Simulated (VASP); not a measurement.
# MgS (Pm-3m) in VASP: single point with r2SCAN

Aim: the single point of MgS with r2SCAN.

Everything below comes from runs of VASP 6.6.1. Logs are shortened: lines on timing, memory, paths and dates and some standing lists are left out, and cuts for length are marked.

## 1. The cell of the first run

The structure is cubic, space group Pm-3m (No. 221). Conventional cell: a = 3.263 Å, b = 3.263 Å, c = 3.263 Å, α = 90.00°, β = 90.00°, γ = 90.00°. Within 3.7 Å of Mg (site symmetry m-3m) lie 8 S at 2.83 Å and 6 Mg at 3.26 Å. Within 3.7 Å of S (site symmetry m-3m) lie 8 Mg at 2.83 Å and 6 S at 3.26 Å.

## 2. Single point, r2SCAN

POSCAR

```
MgS
1.0
    3.2628174056      0.0000000000      0.0000000000
    0.0000000000      3.2628174056      0.0000000000
    0.0000000000      0.0000000000      3.2628174056
Mg S
1 1
Direct
    0.0000000000      0.0000000000      0.0000000000
    0.5000000000      0.5000000000      0.5000000000
```

INCAR.step1

```
SYSTEM = MgS
  ALGO = Normal
  EDIFF = 1E-5
  ENCUT = 920
  GGA = PE
  GGA_COMPAT = .FALSE.
  ISMEAR = -1
  LASPH = .TRUE.
  LCHARG = .FALSE.
  LREAL = .FALSE.
  LWAVE = .TRUE.
  NBANDS = 15
  NELM = 120
  PREC = Accurate
  SIGMA = 0.02
```

INCAR.step2

```
SYSTEM = MgS
  ALGO = Normal
  EDIFF = 1E-6
  ENCUT = 920
  GGA_COMPAT = .FALSE.
  ISIF = 2
  ISMEAR = -1
  ISTART = 1
  LASPH = .TRUE.
  LCHARG = .FALSE.
  LMIXTAU = .TRUE.
  LREAL = .FALSE.
  LWAVE = .FALSE.
  METAGGA = R2SCAN
  NBANDS = 15
  NELM = 120
  PREC = Accurate
  SIGMA = 0.02
```

KPOINTS

```
k-points
0
G
  6 6 6
  0 0 0
```

Potentials or basis: VASP PAW PBE potentials, release 64 (Mg_sv, S).

Launch:

```console
cat potpaw_PBE.64/Mg_sv/POTCAR potpaw_PBE.64/S/POTCAR > POTCAR
cp INCAR.step1 INCAR
mpirun -np 1 vasp_std > vasp.out
cp INCAR.step2 INCAR
mpirun -np 1 vasp_std > vasp.out
```

OUTCAR:

```text
SYSTEM = MgS
   EDIFF = 1E-6
   ENCUT = 920
   ISIF = 2
   ISMEAR = -1
   ISTART = 1
   LASPH = .TRUE.
   LREAL = .FALSE.
   METAGGA = R2SCAN
   NELM = 120
   PREC = Accurate

 ion  position               nearest neighbor table
   1  0.000  0.000  0.000-
   2  0.500  0.500  0.500-

  LATTYP: Found a simple cubic cell.
 ALAT       =     3.2628174056

  Lattice vectors:

 A1 = (   3.2628174056,   0.0000000000,   0.0000000000)
 A2 = (   0.0000000000,   3.2628174056,   0.0000000000)
 A3 = (   0.0000000000,   0.0000000000,   3.2628174056)

Analysis of symmetry for initial positions (statically):
=====================================================================
 Subroutine PRICEL returns:
 Original cell was already a primitive cell.

 Routine SETGRP: Setting up the symmetry group for a
 simple cubic supercell.

 Subroutine GETGRP returns: Found 48 space group operations
 (whereof 48 operations were pure point group operations)
 out of a pool of 48 trial point group operations.

The static configuration has the point symmetry O_h .

Analysis of symmetry for dynamics (positions and initial velocities):
=====================================================================
 Subroutine PRICEL returns:
 Original cell was already a primitive cell.

 Routine SETGRP: Setting up the symmetry group for a
 simple cubic supercell.

 Subroutine GETGRP returns: Found 48 space group operations
 (whereof 48 operations were pure point group operations)
 out of a pool of 48 trial point group operations.

The dynamic configuration has the point symmetry O_h .

 Subroutine INISYM returns: Found 48 space group operations
 (whereof 48 operations are pure point group operations),
 and found     1 'primitive' translations

----------------------------------------------------------------------------------------

                                     Primitive cell

  volume of cell :      34.7359

  direct lattice vectors                    reciprocal lattice vectors
     3.262817406  0.000000000  0.000000000     0.306483592  0.000000000  0.000000000
     0.000000000  3.262817406  0.000000000     0.000000000  0.306483592  0.000000000
     0.000000000  0.000000000  3.262817406     0.000000000  0.000000000  0.306483592

  length of vectors
     3.262817406  3.262817406  3.262817406     0.306483592  0.306483592  0.306483592

  position of ions in fractional coordinates (direct lattice)
     0.000000000  0.000000000  0.000000000
     0.500000000  0.500000000  0.500000000

  ion indices of the primitive-cell ions
   primitive index   ion index
                 1           1
                 2           2

----------------------------------------------------------------------------------------

 KPOINTS: k-points

Automatic generation of k-mesh.
 Grid dimensions read from file:
 generate k-points for:    6    6    6

 Generating k-lattice:

  Cartesian coordinates                     Fractional coordinates (reciprocal lattice)
     0.051080599  0.000000000  0.000000000     0.166666667  0.000000000  0.000000000
     0.000000000  0.051080599  0.000000000     0.000000000  0.166666667  0.000000000
     0.000000000  0.000000000  0.051080599     0.000000000  0.000000000  0.166666667

  Length of vectors
     0.051080599  0.051080599  0.051080599

  Shift w.r.t. Gamma in fractional coordinates (k-lattice)
     0.000000000  0.000000000  0.000000000

 Subroutine IBZKPT returns following result:
 ===========================================

 Found     20 irreducible k-points:

 Following reciprocal coordinates:
            Coordinates               Weight
  0.000000  0.000000  0.000000      1.000000
  0.166667  0.000000  0.000000      6.000000
  0.333333  0.000000  0.000000      6.000000
  0.500000  0.000000  0.000000      3.000000
  0.166667  0.166667  0.000000     12.000000
  0.333333  0.166667  0.000000     24.000000
[... 12 lines left out ...]
  0.500000  0.500000  0.333333      6.000000
  0.500000  0.500000  0.500000      1.000000
   k-points           NKPTS =     20   k-points in BZ     NKDIM =     20   number of bands    NBANDS=     15
   number of dos      NEDOS =    301   number of ions     NIONS =      2
   total plane-waves  NPLWV =  32768
   dimension x,y,z NGX =    32 NGY =   32 NGZ =   32
   dimension x,y,z NGXF=    64 NGYF=   64 NGZF=   64
   ions per type =               1   1
   NGX,Y,Z   is equivalent  to a cutoff of  16.30, 16.30, 16.30 a.u.
   NGXF,Y,Z  is equivalent  to a cutoff of  32.61, 32.61, 32.61 a.u.
 SYSTEM =  MgS
   PREC   = accura    normal or accurate (medium, high low for compatibility)
   ISTART =      1    job   : 0-new  1-cont  2-samecut
   ICHARG =      0    charge: 1-file 2-atom 10-const
   ISPIN  =      1    spin polarized calculation?
   LNONCOLLINEAR =      F non collinear calculations
   LSORBIT =      F    spin-orbit coupling
   LASPH  =      T    aspherical Exc in radial PAW
   ENCUT  =  920.0 eV  67.62 Ry    8.22 a.u.   8.07  8.07  8.07*2*pi/ulx,y,z
   NELM   =    120;   NELMIN=  2; NELMDL=  0     # of ELM steps
   EDIFF  = 0.1E-05   stopping-criterion for ELM
   LREAL  =      F    real-space projection
   EDIFFG = 0.1E-04   stopping-criterion for IOM
   NSW    =      0    number of steps for IOM
   IBRION =     -1    ionic relax: 0-MD 1-quasi-New 2-CG
   NFREE  =      0    steps in history (QN), initial steepest desc. (CG)
   ISIF   =      2    stress and relaxation
   ISYM   =      2    0-nonsym 1-usesym 2-fastsym
   POTIM  = 0.5000    time-step for ionic-motion
   TEBEG  =    0.0;   TEEND  =   0.0 temperature during run
   PSTRESS=    0.0 pullay stress
   NELECT =      16.0000    total number of electrons
   NUPDOWN=      -1.0000    fix difference up-down
   EMIN   =  10.00;   EMAX   =-10.00  energy-range for DOS
   EFERMI =   0.00;   METHOD = LEGACY
   ISMEAR =    -1;   SIGMA  =   0.02  broadening in eV -4-tet -1-fermi 0-gaus
   EFERMI_NEDOS =   21; number of points for ismear=-14 and -15
   IALGO  =     38    algorithm
   IMIX   =      4    mixing-type and parameters
     AMIX     =   0.40;   BMIX     =  1.00
     AMIX_MAG =   1.60;   BMIX_MAG =  1.00
  volume/ion in A,a.u.               =      17.37       117.20
  Fermi-wavevector in a.u.,A,eV,Ry     =   1.264315  2.389209 21.748819  1.598493
  Thomas-Fermi vector in A             =   2.397627
   LORBIT       =      0    0 simple, 1 ext, 2 COOP (PROOUT), +10 PAW based schemes
   METAGGA = R2SCAN    functional components
   LHFCALC =     F    Hartree Fock is set to
   AEXX    =    0.0000 exact exchange contribution
   IVDW    =     0    specifies the selected vdW correction
   LEPSILON=     F    determine dielectric tensor
   LRPA    =     F    only Hartree local field effects (RPA)
 non-spin polarized calculation
  energy-cutoff  :      920.00
  volume of cell :       34.74
 maximum number of plane-waves:      2272
   NGX = 17   NGY = 17   NGZ = 17

 number of electron      16.0000018 magnetization

 Free energy of the ion-electron system (eV)
  ---------------------------------------------------
  ext. energy  EPLUGINS =         0.00000000
  ---------------------------------------------------
  free energy    TOTEN  =       -14.13462772 eV

  energy without entropy =      -14.13423809  energy(sigma->0) =      -14.13443291

 E-fermi :   5.3277     XC(G=0): -10.5031

 val. band max:        5.2859552967   @ k =   0.5000   0.5000   0.0000
 cond. band min:       5.3693409892   @ k =   0.5000   0.5000   0.0000
 fundamental gap:      0.0833856925
 Fermi energy:         5.3277081531

 k-point     1 :       0.0000    0.0000    0.0000
  band No.  band energies     occupation
      1     -74.6931      2.00000
      2     -39.7937      2.00000
      3     -39.7937      2.00000
      4     -39.7937      2.00000
      5      -9.4028      2.00000
      6       3.8207      2.00000
      7       3.8207      2.00000
      8       3.8207      2.00000
      9       6.8651      0.00000
     10      10.0999      0.00000
     11      10.0999      0.00000
     12      18.8770      0.00000
     13      18.8770      0.00000
     14      18.8770      0.00000
     15      19.1328      0.00000

 k-point     2 :       0.1667    0.0000    0.0000
  band No.  band energies     occupation
      1     -74.6930      2.00000
      2     -39.7967      2.00000
      3     -39.7935      2.00000
      4     -39.7935      2.00000
      5      -9.1570      2.00000
      6       1.8474      2.00000
      7       3.9911      2.00000
      8       3.9911      2.00000
      9       7.8645      0.00000
     10      10.4882      0.00000
     11      11.7665      0.00000
     12      16.2720      0.00000
     13      16.2720      0.00000
     14      17.9560      0.00000
     15      19.4501      0.00000

 k-point     3 :       0.3333    0.0000    0.0000
  band No.  band energies     occupation
      1     -74.6927      2.00000
      2     -39.8025      2.00000
      3     -39.7929      2.00000
      4     -39.7929      2.00000
      5      -8.5643      2.00000
      6      -0.5672      2.00000
      7       4.3772      2.00000
      8       4.3772      2.00000
      9       9.0089      0.00000
     10      11.6244      0.00000
     11      13.1057      0.00000
     12      14.0537      0.00000
     13      14.0537      0.00000
     14      16.6847      0.00000
     15      18.9918      0.00000

 k-point     4 :       0.5000    0.0000    0.0000
  band No.  band energies     occupation
      1     -74.6924      2.00000
      2     -39.8055      2.00000
      3     -39.7927      2.00000
      4     -39.7927      2.00000
      5      -8.1874      2.00000
      6      -1.5954      2.00000
      7       4.6005      2.00000
      8       4.6005      2.00000
      9       9.8028      0.00000
     10      12.4286      0.00000
     11      12.9222      0.00000
     12      13.1883      0.00000
     13      13.1883      0.00000
     14      14.6117      0.00000
     15      20.9167      0.00000
[... 235 lines left out ...]
 k-point    18 :       0.5000    0.3333    0.3333
  band No.  band energies     occupation
      1     -74.6917      2.00000
      2     -39.8035      2.00000
      3     -39.8004      2.00000
      4     -39.8003      2.00000
      5      -6.7923      2.00000
      6       0.4148      2.00000
      7       1.6199      2.00000
      8       1.8735      2.00000
      9       7.4921      0.00000
     10       7.9997      0.00000
     11       9.4164      0.00000
     12      14.2464      0.00000
     13      18.8119      0.00000
     14      19.4438      0.00000
     15      21.0387      0.00000

 k-point    19 :       0.5000    0.5000    0.3333
  band No.  band energies     occupation
      1     -74.6916      2.00000
      2     -39.8031      2.00000
      3     -39.8031      2.00000
      4     -39.8000      2.00000
      5      -6.5032      2.00000
      6       0.8708      2.00000
      7       0.8708      2.00000
      8       2.1226      2.00000
      9       6.5615      0.00000
     10       8.3881      0.00000
     11       8.3881      0.00000
     12      12.9578      0.00000
     13      19.6226      0.00000
     14      21.7797      0.00000
     15      21.7797      0.00000

 k-point    20 :       0.5000    0.5000    0.5000
  band No.  band energies     occupation
      1     -74.6916      2.00000
      2     -39.8028      2.00000
      3     -39.8028      2.00000
      4     -39.8028      2.00000
      5      -6.2222      2.00000
      6       1.2744      2.00000
      7       1.2744      2.00000
      8       1.2744      2.00000
      9       7.2779      0.00000
     10       7.2779      0.00000
     11       7.2779      0.00000
     12      11.5557      0.00000
     13      22.9968      0.00000
     14      22.9968      0.00000
     15      22.9968      0.00000

------------------------ aborting loop because EDIFF is reached ----------------------------------------

  FORCE on cell =-STRESS in cart. coord.  units (eV):
  Direction    XX          YY          ZZ          XY          YZ          ZX
  --------------------------------------------------------------------------------------
  -------------------------------------------------------------------------------------
  Total       -0.0343112     -0.0343112     -0.0343112      0.0000000     -0.0000000      0.0000000
  in kB       -1.5825909     -1.5825909     -1.5825909      0.0000000     -0.0000000      0.0000000
  external PRESSURE =      -1.5825909 kB  Pullay stress =       0.0000000 kB

 VOLUME and BASIS-vectors are now :
 -----------------------------------------------------------------------------
  energy-cutoff  :      920.00
  volume of cell :       34.74
      direct lattice vectors                 reciprocal lattice vectors
     3.262817406  0.000000000  0.000000000     0.306483592  0.000000000  0.000000000
     0.000000000  3.262817406  0.000000000     0.000000000  0.306483592  0.000000000
     0.000000000  0.000000000  3.262817406     0.000000000  0.000000000  0.306483592

 POSITION                                       TOTAL-FORCE (eV/Angst)
 -----------------------------------------------------------------------------------
      0.00000      0.00000      0.00000         0.000000      0.000000      0.000000
      1.63141      1.63141      1.63141         0.000000      0.000000      0.000000
 -----------------------------------------------------------------------------------
    total drift:                               -0.000000      0.000000     -0.000000

  FREE ENERGIE OF THE ION-ELECTRON SYSTEM (eV)
  ---------------------------------------------------
  free  energy   TOTEN  =       -14.1346277211 eV

  energy  without entropy=      -14.1342380890  energy(sigma->0) =      -14.13443291
```

Run time: 44 s. Hardware: 1 thread of Intel Xeon Platinum 8259CL at 2.50GHz (Skylake/Cascade Lake), shared host; peak memory 0.19 GiB.

What came out:

| Property | Result |
| --- | --- |
| Free energy | -14.1346 eV |
| Pressure | -0.2 GPa |
| Band gap on the k mesh | 0.08 eV |

Caveat: the structure was generated, so it needn't be the stable form of MgS; semilocal functionals underestimate gaps, and a narrow one can read as zero; the PAW data sets were made with another functional, which shifts forces and pressure a little. A k mesh can miss the band edges.
